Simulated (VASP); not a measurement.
# WSe (F-43m) in VASP: a series of runs, part 2 of 2

VASP 6.6.1.

## (3) Single point, PBE, collinear spin

This run uses another cell than the first one, of 21.05 Å³/atom.

The input, INCAR:

```
PREC = Accurate
ENCUT = 520
EDIFF = 1E-6
ISMEAR = 0
SIGMA = 0.1
LREAL = False
LASPH = True
NELM = 150
ALGO = Fast
ISIF = 2
LWAVE = False
LCHARG = False
ISPIN = 2
MAGMOM = 1 -1 0 0
LORBIT = 11
LMAXMIX = 4
GGA = PE
NBANDS = 32
```

The input, KPOINTS:

```
Automatic mesh
0
Gamma
  12 12 6
```

The input, POSCAR:

```
WSe
1.0
    0.0000000000      2.7610497160      2.7610497160
    5.5220994321      2.7610497160      2.7610497160
    5.5220994321      5.5220994321      0.0000000000
W Se
2 2
Direct
    1.0000000000      1.0000000000      1.0000000000
    1.0000000000      1.0000000000      0.5000000000
    0.2500000000      0.2500000000      0.0000000000
    0.2500000000      0.2500000000      0.5000000000
```

Potentials or basis: VASP PAW PBE potentials, release 64 (W_sv, Se).

Launch:

```bash
cat potpaw_PBE.64/W_sv/POTCAR potpaw_PBE.64/Se/POTCAR > POTCAR
mpirun -np 1 vasp_std > vasp.out
```

OUTCAR:

```text
PREC = Accurate
   ENCUT = 520
   EDIFF = 1E-6
   ISMEAR = 0
   LREAL = False
   LASPH = True
   NELM = 150
   ISIF = 2
   ISPIN = 2
   LORBIT = 11
   GGA = PE

 ion  position               nearest neighbor table
   1  0.000  0.000  0.000-   3 2.39   3 2.39   4 2.39   4 2.39
   2  0.000  0.000  0.500-   4 2.39   4 2.39   3 2.39   3 2.39
   3  0.250  0.250  0.000-   1 2.39   1 2.39   2 2.39   2 2.39
   4  0.250  0.250  0.500-   2 2.39   2 2.39   1 2.39   1 2.39

  LATTYP: Found a simple tetragonal cell.
 ALAT       =     3.9047139548
 C/A-ratio  =     1.4142135624

  Lattice vectors:

 A1 = (   0.0000000000,  -2.7610497161,   2.7610497160)
 A2 = (   0.0000000000,  -2.7610497160,  -2.7610497160)
 A3 = (   5.5220994321,  -0.0000000000,   0.0000000000)

Analysis of symmetry for initial positions (statically):
=====================================================================
 Subroutine PRICEL returns following result:

  LATTYP: Found a face centered cubic cell.
 ALAT       =     5.5220994321
[... 12 lines left out ...]
 Subroutine GETGRP returns: Found  8 space group operations
 (whereof  8 operations were pure point group operations)
 out of a pool of 16 trial point group operations.

The static configuration has the point symmetry D_2d.

Analysis of symmetry for dynamics (positions and initial velocities):
=====================================================================
 Subroutine PRICEL returns following result:

  LATTYP: Found a face centered cubic cell.
 ALAT       =     5.5220994321
[... 12 lines left out ...]
 Subroutine GETGRP returns: Found  8 space group operations
 (whereof  8 operations were pure point group operations)
 out of a pool of 16 trial point group operations.

The dynamic configuration has the point symmetry D_2d.

Analysis of structural, dynamic, and magnetic symmetry:
=====================================================================
 Subroutine PRICEL returns following result:

  LATTYP: Found a face centered cubic cell.
 ALAT       =     5.5220994321
[... 12 lines left out ...]
 Subroutine GETGRP returns: Found  8 space group operations
 (whereof  8 operations were pure point group operations)
 out of a pool of 16 trial point group operations.

The overall configuration has the point symmetry D_2d.

 Subroutine INISYM returns: Found  8 space group operations
 (whereof  8 operations are pure point group operations),
 and found     2 'primitive' translations

----------------------------------------------------------------------------------------

                                     Primitive cell

  volume of cell :      42.0971

  direct lattice vectors                    reciprocal lattice vectors
    -2.761049716  2.761049716  0.000000000    -0.181090546  0.181090546 -0.181090546
    -2.761049716 -0.000000000  2.761049716    -0.181090546 -0.181090546  0.181090546
     0.000000000  2.761049716  2.761049716     0.181090546  0.181090546  0.181090546

  length of vectors
     3.904713955  3.904713955  3.904713955     0.313658026  0.313658026  0.313658026

  position of ions in fractional coordinates (direct lattice)
     0.000000000  0.000000000  0.000000000
     0.750000000  0.750000000  0.750000000

  ion indices of the primitive-cell ions
   primitive index   ion index
                 1           1
                 2           3

[... 74 lines left out ...]
   NSW    =      0    number of steps for IOM
   IBRION =     -1    ionic relax: 0-MD 1-quasi-New 2-CG
   NFREE  =      0    steps in history (QN), initial steepest desc. (CG)
   ISIF   =      2    stress and relaxation
   ISYM   =      2    0-nonsym 1-usesym 2-fastsym
   POTIM  = 0.5000    time-step for ionic-motion
   TEBEG  =    0.0;   TEEND  =   0.0 temperature during run
   PSTRESS=    0.0 pullay stress
   NELECT =      40.0000    total number of electrons
   NUPDOWN=      -1.0000    fix difference up-down
   EMIN   =  10.00;   EMAX   =-10.00  energy-range for DOS
   EFERMI =   0.00;   METHOD = LEGACY
   ISMEAR =     0;   SIGMA  =   0.10  broadening in eV -4-tet -1-fermi 0-gaus
   EFERMI_NEDOS =   21; number of points for ismear=-14 and -15
   IALGO  =     68    algorithm
   IMIX   =      4    mixing-type and parameters
     AMIX     =   0.40;   BMIX     =  1.00
     AMIX_MAG =   1.60;   BMIX_MAG =  1.00
  volume/ion in A,a.u.               =      21.05       142.04
  Fermi-wavevector in a.u.,A,eV,Ry     =   1.277421  2.413975 22.202035  1.631804
  Thomas-Fermi vector in A             =   2.410021
   LORBIT       =     11    0 simple, 1 ext, 2 COOP (PROOUT), +10 PAW based schemes
   GGA     = PE    functional components
   LHFCALC =     F    Hartree Fock is set to
   AEXX    =    0.0000 exact exchange contribution
   IVDW    =     0    specifies the selected vdW correction
   LEPSILON=     F    determine dielectric tensor
   LRPA    =     F    only Hartree local field effects (RPA)
 spin polarized calculation
 RMM-DIIS sequential band-by-band and
 Gauss-broadening in eV      SIGMA  =   0.10
  energy-cutoff  :      520.00
  volume of cell :       84.19
 maximum number of plane-waves:      2316
 NGX is ok and might be reduce to    30
   NGX = 15   NGY = 25   NGZ = 29

 number of electron      40.0000002 magnetization       0.0000000

 number of electron      40.0000002 magnetization      -0.0000000

 Free energy of the ion-electron system (eV)
  ---------------------------------------------------
  ext. energy  EPLUGINS =         0.00000000
  ---------------------------------------------------
  free energy    TOTEN  =       -28.63714749 eV

  energy without entropy =      -28.61348533  energy(sigma->0) =      -28.62531641

 E-fermi :   6.8637     XC(G=0): -10.8298

 val. band max:        6.8635326047   @ k =   0.4167   0.0833   0.0000
 cond. band min:       6.8640734830   @ k =   0.5000   0.0000   0.1667
 fundamental gap:      0.0005408783
 Fermi energy:         6.8637366766

 spin component 1

 k-point     1 :       0.0000    0.0000    0.0000
  band No.  band energies     occupation
      1     -67.0140      1.00000
      2     -67.0105      1.00000
      3     -31.4000      1.00000
      4     -31.3564      1.00000
      5     -31.3564      1.00000
      6     -31.3329      1.00000
[... 829 lines left out ...]
     31      15.5584      0.00000
     32      16.3724      0.00000

 [... further k-points ...]

 spin component 2

 k-point     1 :       0.0000    0.0000    0.0000
  band No.  band energies     occupation
      1     -67.0140      1.00000
      2     -67.0105      1.00000
      3     -31.4000      1.00000
      4     -31.3564      1.00000
      5     -31.3564      1.00000
      6     -31.3329      1.00000
[... 829 lines left out ...]
     31      15.5582      0.00000
     32      16.3621      0.00000

 [... further k-points ...]

------------------------ aborting loop because EDIFF is reached ----------------------------------------

  FORCE on cell =-STRESS in cart. coord.  units (eV):
  Direction    XX          YY          ZZ          XY          YZ          ZX
  --------------------------------------------------------------------------------------
  -------------------------------------------------------------------------------------
  Total        5.3828899      5.3926555      5.3926555      0.0000000     -0.0000000      0.0000000
  in kB      102.4338296    102.6196637    102.6196636      0.0000000     -0.0000000      0.0000000
  external PRESSURE =     102.5577190 kB  Pullay stress =       0.0000000 kB

 VOLUME and BASIS-vectors are now :
 -----------------------------------------------------------------------------
  energy-cutoff  :      520.00
  volume of cell :       84.19
      direct lattice vectors                 reciprocal lattice vectors
     0.000000000  2.761049716  2.761049716    -0.181090546  0.181090546  0.181090546
     5.522099432  2.761049716  2.761049716     0.181090546 -0.181090546  0.181090546
     5.522099432  5.522099432  0.000000000     0.000000000  0.181090546 -0.181090546

 POSITION                                       TOTAL-FORCE (eV/Angst)
 -----------------------------------------------------------------------------------
      0.00000      0.00000      0.00000        -0.000000     -0.000000      0.000000
      2.76105      2.76105      0.00000         0.000000      0.000000      0.000000
      1.38052      1.38052      1.38052        -0.000000     -0.000000     -0.000000
      4.14157      4.14157      1.38052        -0.000000      0.000000     -0.000000
 -----------------------------------------------------------------------------------
    total drift:                               -0.000003      0.000003      0.000002

  FREE ENERGIE OF THE ION-ELECTRON SYSTEM (eV)
  ---------------------------------------------------
  free  energy   TOTEN  =       -28.6371474852 eV

  energy  without entropy=      -28.6134853287  energy(sigma->0) =      -28.62531641

 total charge

# of ion       s       p       d       tot
------------------------------------------
    1        2.324   6.187   3.644  12.156
    2        2.324   6.187   3.644  12.156
    3        1.419   2.469   0.199   4.087
    4        1.419   2.469   0.199   4.087
--------------------------------------------------
tot          7.488  17.312   7.686  32.486

 magnetization (x)

# of ion       s       p       d       tot
------------------------------------------
    1        0.000   0.000   0.006   0.006
    2       -0.000  -0.000  -0.006  -0.006
    3        0.000   0.000   0.000   0.000
    4        0.000   0.000   0.000   0.000
--------------------------------------------------
tot          0.000   0.000   0.000   0.000
```

OSZICAR:

```text
N       E                     dE             d eps       ncg     rms          rms(c)
DAV:   1     0.393749605120E+03    0.39375E+03   -0.20604E+04 13232   0.127E+03
DAV:   2    -0.924496413643E+01   -0.40299E+03   -0.38924E+03 14160   0.379E+02
DAV:   3    -0.289969132489E+02   -0.19752E+02   -0.19305E+02 15664   0.819E+01
[... 21 lines left out ...]
RMM:  25    -0.286371373044E+02   -0.10151E-04   -0.82260E-05 20621   0.492E-02    0.111E-02
RMM:  26    -0.286371408172E+02   -0.35128E-05   -0.19974E-05 17311   0.252E-02    0.937E-03
RMM:  27    -0.286371428128E+02   -0.19955E-05   -0.12538E-05 16354   0.206E-02    0.687E-03
RMM:  28    -0.286371474673E+02   -0.46546E-05   -0.10591E-04 22286   0.542E-02    0.478E-03
RMM:  29    -0.286371474852E+02   -0.17892E-07   -0.19783E-06 12827   0.893E-03
   1 F= -.28637147E+02 E0= -.28625316E+02  d E =-.236622E-01  mag=     0.0000
```

stdout:

```text
POSCAR found type information on POSCAR W Se
 POSCAR found :  2 types and       4 ions
 scaLAPACK will be used
 LDA part: xc-table for (Slater+PW92), standard interpolation
 POSCAR, INCAR and KPOINTS ok, starting setup
 FFT: planning ... GRIDC
 FFT: planning ... GRID_SOFT
 FFT: planning ... GRID
 WAVECAR not read
 entering main loop
WARNING in EDDRMM: call to ZHEGV failed, returncode =   8  4     29
WARNING in EDDRMM: call to ZHEGV failed, returncode =   8  4     30
WARNING in EDDRMM: call to ZHEGV failed, returncode =   8  4     29
```

Wall time 53 min (1 thread of Oxide Virtual Turin-like, shared host); peak memory 0.59 GiB.

Results:

| Property | Result |
| --- | --- |
| Free energy | -28.6371 eV |
| Pressure | 10.3 GPa |
| Band gap on the k mesh | zero (filled and empty bands overlap) |
| Net moment | 0.00 μB per cell |
| Valence electrons inside the program's atomic spheres | W 12.16; Se 4.09 |

Levels at points of the mesh, in eV from the Fermi level:
Spin up:
| k point | band 16 | band 17 | band 18 | band 19 | band 20 | band 21 | band 22 | band 23 | band 24 | band 25 |
| --- | --- | --- | --- | --- | --- | --- | --- | --- | --- | --- |
| (0.00, 0.00, 0.00) | -4.30 | -1.94 | -0.58 | -0.58 | -0.46 | 0.50 | 0.69 | 0.95 | 0.95 | 5.02 |
| (0.50, 0.00, 0.00) | -5.11 | -0.19 | -0.19 | -0.13 | -0.13 | -0.12 | -0.12 | 2.52 | 2.52 | 2.52 |
| (0.50, 0.50, 0.00) | -4.30 | -1.94 | -1.94 | -0.46 | -0.46 | 0.50 | 0.50 | 0.95 | 0.95 | 0.95 |
| (0.00, 0.00, 0.50) | -4.97 | -0.96 | -0.95 | -0.53 | -0.53 | 0.35 | 0.35 | 2.25 | 2.25 | 3.80 |
| (0.50, 0.00, 0.50) | -4.29 | -2.08 | -2.08 | -0.74 | -0.74 | 0.26 | 0.26 | 1.40 | 1.40 | 2.72 |
| (0.00, 0.50, 0.50) | -5.05 | -1.65 | -1.65 | -0.09 | -0.08 | 2.99 | 2.99 | 2.99 | 2.99 | 3.00 |
Spin down:
```csv
k point,band 16,band 17,band 18,band 19,band 20,band 21,band 22,band 23,band 24,band 25
"(0.00, 0.00, 0.00)",-4.30,-1.94,-0.58,-0.58,-0.46,0.50,0.69,0.95,0.95,5.02
"(0.50, 0.00, 0.00)",-5.11,-0.19,-0.19,-0.13,-0.13,-0.12,-0.12,2.52,2.52,2.52
"(0.50, 0.50, 0.00)",-4.30,-1.94,-1.94,-0.46,-0.46,0.50,0.50,0.95,0.95,0.95
"(0.00, 0.00, 0.50)",-4.97,-0.96,-0.95,-0.53,-0.53,0.35,0.35,2.25,2.25,3.80
"(0.50, 0.00, 0.50)",-4.29,-2.08,-2.08,-0.74,-0.74,0.26,0.26,1.40,1.40,2.72
"(0.00, 0.50, 0.50)",-5.05,-1.65,-1.65,-0.09,-0.08,2.99,2.99,2.99,2.99,3.00
```

Caveat: the cell stands under pressure; spin-orbit coupling is left out, which moves the levels of the heavy elements.
